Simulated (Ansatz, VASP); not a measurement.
Hf: VASP beside Ansatz

```
CELL_PARAMETERS angstrom
0.00000 2.22738 2.22738
2.22738 0.00000 2.22738
2.22738 2.22738 0.00000
ATOMIC_POSITIONS crystal
Hf 0.00000 0.00000 0.00000
```

Change from the starting cell: volume scaled by 1.01, PAW files.

Alike in both runs: task electric field gradients; functional PBEsol; k mesh 16 × 16 × 16; occupations fermi-dirac, width 0.03 eV; no spin polarisation.

|  | VASP | Ansatz |
| --- | --- | --- |
| version | VASP 6.6.1 | Ansatz 0.2.0 |
| potentials or method | VASP PAW PBE potentials, release 64 (Hf_pv) | PAW with Ansatz's default frozen-core files, scalar-relativistic |
| plane-wave cutoff (eV) | 520 | 420 |
| valence electrons in the cell | 10 | 26 |

VASP gave:

| Item | Value |
| --- | --- |
| pressure (GPa) | -3.0 |

Question: What did Ansatz give for the same quantities?

Answer: Pressure (GPa): -2.6.

VASP's potentials were made for PBE, not for PBEsol. VASP's potentials hold 10 valence electrons a cell and Ansatz's 26, so a difference there can come from the potentials and not from the codes.

Neither program's run includes spin-orbit coupling.
